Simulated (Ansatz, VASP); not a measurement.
# PtSe2: VASP beside Ansatz

```xyz
3
Lattice="3.7240 0.0000 0.0000 -1.8620 3.2251 0.0000 0.0000 0.0000 5.0620" Properties=species:S:1:pos:R:3 pbc="T T T"
Pt    0.0000    0.0000    0.0000
Se    0.0000    2.1501    1.2655
Se    1.8620    1.0750    3.7965
```

Alike in both runs: task relaxation of cell and atoms; functional PBE; dispersion D4; k mesh 13 × 13 × 9; occupations fermi-dirac, width 0.1 eV; no spin polarisation.

|  | VASP | Ansatz |
| --- | --- | --- |
| version | VASP 6.6.1 | Ansatz 0.2.0 |
| potentials or method | VASP PAW PBE potentials, release 64 (Pt, Se), cutoff 600 eV | plane waves, PAW |
| valence electrons in the cell | 22 | 50 |

|  | VASP | Ansatz | Ansatz less VASP |
| --- | --- | --- | --- |
| relaxed volume (Å³/atom) | 19.79 | 19.81 | +0.020 |
| relaxed length of the cell vector where the two differ most in proportion (Å) | 4.813 | 4.822 | +0.0087 |

VASP's potentials hold 22 valence electrons a cell and Ansatz's 50, so a difference there can come from the potentials and not from the codes.

Spin-orbit coupling is off throughout.
